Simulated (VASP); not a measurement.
Runs of VASP 6.6.1 on AlN. The structure is that of space group P6_3mc (No. 186), or close to it. The cells are those of the table. 

```csv
task,cell,gap on the mesh (eV),pressure (GPa),largest force (eV/Å)
electric field gradients,"a = 3.152, b = 3.152, c = 5.044 Å, angles 90.0, 90.0, 120.0°, 4 atoms",3.75,-6.9,0.18
electric field gradients,"a = 3.047, b = 3.047, c = 4.876 Å, angles 90.0, 90.0, 120.0°, 4 atoms",4.64,14.8,0.18
electric field gradients,"a = 3.121, b = 3.121, c = 4.995 Å, angles 90.0, 90.0, 120.0°, 4 atoms",4.00,-1.5,0.18
electric field gradients,"a = 3.111, b = 3.084, c = 4.978 Å, angles 89.6, 88.8, 119.1°, 4 atoms",4.06,0.7,0.38
electric field gradients,"a = 3.090, b = 3.090, c = 4.945 Å, angles 90.0, 90.0, 120.0°, 4 atoms",4.27,4.8,0.18
single point,"a = 3.152, b = 3.152, c = 5.044 Å, angles 90.0, 90.0, 120.0°, 4 atoms",3.75,-6.9,0.18
single point,"a = 3.121, b = 3.121, c = 4.995 Å, angles 90.0, 90.0, 120.0°, 4 atoms",4.00,-1.5,0.18
single point,"a = 3.090, b = 3.090, c = 4.945 Å, angles 90.0, 90.0, 120.0°, 4 atoms",4.27,(a),0.18
single point,"a = 3.047, b = 3.047, c = 4.876 Å, angles 90.0, 90.0, 120.0°, 4 atoms",4.64,14.8,0.18
```

Alike in all rows: level PBEsol; potentials or basis VASP PAW PBE potentials, release 64 (Al, N); no spin polarisation; k mesh 11 × 11 × 6; cutoff (eV) 520; smearing fermi-dirac 0.02 eV.

Fill in the values left out.

(a) 4.9.

Caveats: the PAW data sets were made with another functional, which shifts forces and pressure a little; an odd mesh through Γ misses points on the zone boundary, where band edges can lie; the cell stands under pressure (at least some runs); the cell stands under tension (at least some runs).
